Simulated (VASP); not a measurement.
## HPbNO4: single point with PBE

Crystal: HPbNO4.

```xyz
7
Lattice="4.1992 0.1112 0.1682 1.9160 3.8913 0.1257 1.7609 1.2526 6.3727" Properties=species:S:1:pos:R:3 pbc="T T T"
H     6.1559    3.5396    4.2374
Pb    3.9410    4.7367    5.7714
N     2.1622    1.5295    2.0021
O     6.1170    3.6060    5.2180
O     2.2525    1.0554    0.8130
O     2.1821    0.7481    2.9790
O     2.0545    2.7723    2.1460
```

```yaml
Program: VASP 6.6.1
Task: single point
Functional: PBE
Potentials_or_basis: VASP PAW PBE potentials, release 64 (H, Pb_d, N, O)
Cutoff: 520 eV
k_mesh: 5 × 5 × 3
Occupations: fermi-dirac, width 0.05 eV
Spin: no spin polarisation
Dipole_correction: no
Further_INCAR_settings: ALGO = Normal; EDIFF = 1e-07; NBANDS = 31
```

* Pressure: 0.6 GPa
* Largest force: 0.424 eV/Å
* Band gap on the k mesh: 2.84 eV, indirect (the least direct gap lies 5.0 meV higher)

Forces in eV/Å, atoms in the order of the input:
```
H    0.003 -0.008 -0.109
Pb   0.001  0.007  0.001
N    0.006 -0.047 -0.084
O   -0.004  0.005  0.098
O    0.022 -0.118 -0.292
O    0.006 -0.256  0.338
O   -0.035  0.416  0.049
```

Stress tensor (GPa, compression positive):
```
-0.22 -0.06 -0.03
-0.06  0.97 -0.10
-0.03 -0.10  1.01
```

Levels at points of the mesh, in eV from the valence-band top:
```
           k point  band 19  band 20  band 21  band 22  band 23  band 24  band 25  band 26
(0.00, 0.00, 0.00)    -2.02    -1.53    -1.33    -0.70     3.58     4.35     5.50     6.26
```

It took 2.1 min on 1 thread of Intel(R) Xeon(R) Platinum 8259CL CPU @ 2.50GHz (Skylake/Cascade Lake) (shared host), peak memory 0.28 GiB.

Caveat: the standard files for N, O and F lose accuracy on very short bonds; spin-orbit coupling is left out, which moves the levels of the heavy elements. A k mesh can miss the band edges.
